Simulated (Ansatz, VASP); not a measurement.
**Two plane-wave programs on Fe**

```
CELL_PARAMETERS angstrom
1.41559 -1.41559 1.41559
-1.41559 1.41559 1.41559
-2.83119 -2.83119 0.00000
ATOMIC_POSITIONS crystal
Fe 0.00000 0.00000 0.00000
Fe 0.50000 0.50000 0.50000
```

Alike in both runs: task single point; functional PBE; k mesh 14 × 14 × 10; occupations gaussian, width 0.05 eV; collinear spin.

|  | VASP | Ansatz |
| --- | --- | --- |
| version | VASP 6.6.1 | Ansatz 0.2.0 |
| potentials or method | VASP PAW PBE potentials, release 64 (Fe), cutoff 520 eV | scalar-relativistic, plane waves, PAW |
| valence electrons in the cell | 16 | 32 |

|  | VASP | Ansatz | Ansatz less VASP |
| --- | --- | --- | --- |
| gap on the k mesh at the Fermi level (eV) | none | none | - |
| pressure (GPa) | -2.7 | -2.4 | +0.27 |
| traceless stress, the component that is largest in VASP (GPa) | 6.54 | 6.60 | +0.066 |
| net moment per atom (μB) | 0.00 | 0.00 | 0.000 |
| size of the moment on the site where the two differ most (μB) | 1.95 | 1.91 | -0.036 |

Site moments also hang on the region over which each program counts them. A gap of «none» marks a metal or a gap that the smearing closes. VASP's potentials hold 16 valence electrons a cell and Ansatz's 32, so a difference there can come from the potentials and not from the codes.
